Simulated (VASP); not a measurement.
Runs of VASP 6.6.1 on SrO. The structure is that of space group Fm-3m (No. 225), or close to it. The cells are those of the table. 

```tsv
cell	gap on the mesh (eV)	pressure (GPa)
a = 3.649, b = 3.649, c = 3.672 Å, angles 59.8, 59.8, 59.6°, 2 atoms	3.73	0.5
a = 3.649, b = 3.649, c = 3.612 Å, angles 60.3, 60.3, 60.7°, 2 atoms	3.72	0.5
a = 3.649, b = 3.649, c = 3.658 Å, angles 59.9, 59.9, 59.8°, 2 atoms	3.74	0.5
a = 3.649, b = 3.649, c = 3.681 Å, angles 59.7, 59.7, 59.4°, 2 atoms	3.73	0.5
a = 3.649, b = 3.649, c = 3.653 Å, angles 60.0°, 2 atoms	(a)	0.5
a = 3.649, b = 3.649, c = 3.676 Å, angles 59.8, 59.8, 59.5°, 2 atoms	3.73	0.5
a = 3.649, b = 3.649, c = 3.631 Å, angles 60.2, 60.2, 60.3°, 2 atoms	3.74	0.5
a = 3.649, b = 3.649, c = 3.663 Å, angles 59.9, 59.9, 59.8°, 2 atoms	3.74	0.5
```

Alike in all rows: task single point; level r2SCAN; potentials or basis VASP PAW PBE potentials, release 64 (Sr_sv, O); no spin polarisation; k mesh 8 × 8 × 8; cutoff (eV) 520; smearing gaussian 0.05 eV.

Fill in the values left out.

(a) 3.75.

Caveats: the PAW data sets were made with another functional, which shifts forces and pressure a little.

A k mesh can miss the band edges, and the runs leave out spin-orbit coupling on Sr.
